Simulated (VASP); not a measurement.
Wanted: the native input for a VASP 6.6.1 run.

```
Task                   : single point
Functional             : LDA
Potentials or basis    : VASP PAW LDA potentials, release 64 (Li_sv)
Cutoff                 : 520 eV
k mesh                 : 22 × 22 × 22
Occupations            : fermi-dirac, width 0.1 eV
Spin                   : no spin polarisation
Dipole correction      : no
Further INCAR settings : ALGO = Normal; EDIFF = 1e-06; NBANDS = 8
```

The structure of Li lies in POSCAR:

```
Li
1.0
   -1.7037613644      1.7037613644      1.7037613644
    1.7037613644     -1.7037613644      1.7037613644
    1.7037613644      1.7037613644     -1.7037613644
Li
1
Direct
    0.0000000000      0.0000000000      0.0000000000
```

This cell differs from its parent crystal: volume scaled by 1.04.

These files were run (other wordings do the same):

INCAR

```
  PREC = Accurate
  ENCUT = 520
  EDIFF = 1E-6
  ISMEAR = -1
  SIGMA = 0.1
  LREAL = False
  LASPH = True
  NELM = 60
  ALGO = Normal
  ISIF = 2
  LWAVE = False
  LCHARG = False
  GGA = CA
  NBANDS = 8
```

KPOINTS

```
regular mesh
0
Gamma
  22 22 22
```

Potentials or basis: VASP PAW LDA potentials, release 64 (Li_sv).

Run with:

```sh
$ cat potpaw_LDA.64/Li_sv/POTCAR > POTCAR
$ mpirun -np 1 vasp_std > vasp.out
```

Wall time 15 s on 1 thread of Intel(R) Xeon(R) Platinum 8375C CPU @ 2.90GHz (Ice Lake), with other jobs on the host, peak memory 0.14 GiB.
